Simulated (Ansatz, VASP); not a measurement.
HfO2 in VASP and in Ansatz

File INCAR:

```
SYSTEM = HfO2
PREC = Accurate ; ENCUT = 520
EDIFF = 1E-8 ; ISMEAR = -1
SIGMA = 0.02 ; LREAL = .False.
LASPH = .True. ; NELM = 150
ALGO = Normal ; ISIF = 2
LWAVE = .False. ; LCHARG = .False.
LMAXMIX = 4 ; LDAU = .True.
LDAUTYPE = 2 ; LDAUL = 2 -1
LDAUU = 2 0 ; LDAUJ = 0 0
LDAUPRINT = 1 ; GGA = PE
LEFG = .True. ; NBANDS = 31
```

The input KPOINTS:

```
Automatic mesh
0
Gamma
  5 5 4
  0 0 0
```

POSCAR

```
HfO2
1.0
    3.5580193300      0.0000000000      0.0000000000
    0.0000000000      3.5580193300      0.0000000000
    0.0000000000      0.0000000000      5.1718612100
Hf O
2 4
Direct
    0.5000000000      0.5000000000      0.5000000000
    0.0000000000      0.0000000000      0.0000000000
    0.0000000000      0.5000000000      0.6972078800
    0.5000000000      0.0000000000      0.8027921200
    0.5000000000      0.0000000000      0.3027921200
    0.0000000000      0.5000000000      0.1972078800
```

Input for Ansatz:

```yaml
crystal:
  lattice:
    - [3.55801933, 0.0, 0.0]
    - [0.0, 3.55801933, 0.0]
    - [0.0, 0.0, 5.17186121]
  atoms:
    - { symbol: Hf, position: [0.5, 0.5, 0.5] }
    - { symbol: Hf, position: [0.0, 0.0, 0.0] }
    - { symbol: O, position: [0.0, 0.5, 0.69720788] }
    - { symbol: O, position: [0.5, 0.0, 0.80279212] }
    - { symbol: O, position: [0.5, 0.0, 0.30279212] }
    - { symbol: O, position: [0.0, 0.5, 0.19720788] }
kpoints:
  mp_grid: { grid: [5, 5, 4] }
scf:
  occupations: { method: fermi_dirac, width: 0.02 }
hamiltonian:
  xc: pbe
  pseudopotentials: { kind: paw, frozen_core: stored }
  hubbard: { sites: [{ species: Hf, l: d, u_eff: 2.0 }], double_counting: fll }
output:
  forces: true
  stress: true
  populations: true
  efg: { quadrupole_moments_barn: { Hf: 3.365, O: -0.02558 } }
  write_density: true
  write_potential: true
  elf: true
  volumetric_format: npy
basis:
  ecutwfc: "44.1 Ry"
```

Alike in both runs: task electric field gradients; functional PBE; k mesh 5 × 5 × 4; occupations fermi-dirac, width 0.02 eV; no spin polarisation; Hubbard terms Hf d U = 2.0 eV.

|  | VASP | Ansatz |
| --- | --- | --- |
| version | VASP 6.6.1 | Ansatz 0.2.0 |
| potentials or method | VASP PAW PBE potentials, release 64 (Hf_pv, O), cutoff 520 eV | plane-wave PAW, scalar-relativistic |
| valence electrons in the cell | 44 | 76 |

Ansatz gave:

- gap on the k mesh at the Fermi level (eV): 5.08
- pressure (GPa): 12.9
- traceless stress, the component that is largest in VASP (GPa): -1.06
- rms of the force components (eV/Å): 0.131
- size of Vzz on the site where it differs most (V/Å²): 143.4

Estimate VASP's values.

gap on the k mesh at the Fermi level (eV): 4.98; pressure (GPa): 12.7; traceless stress, the component that is largest in VASP (GPa): -1.63; rms of the force components (eV/Å): 0.191; size of Vzz on the site where it differs most (V/Å²): 121.8.

The programs project onto different local orbitals, so the same U acts differently, and such runs can settle in different states. Atom by atom the forces differ by 0.060 eV/Å (rms over components). VASP's potentials hold 44 valence electrons a cell and Ansatz's 76, so a difference there can come from the potentials and not from the codes.

Neither program's run includes spin-orbit coupling.
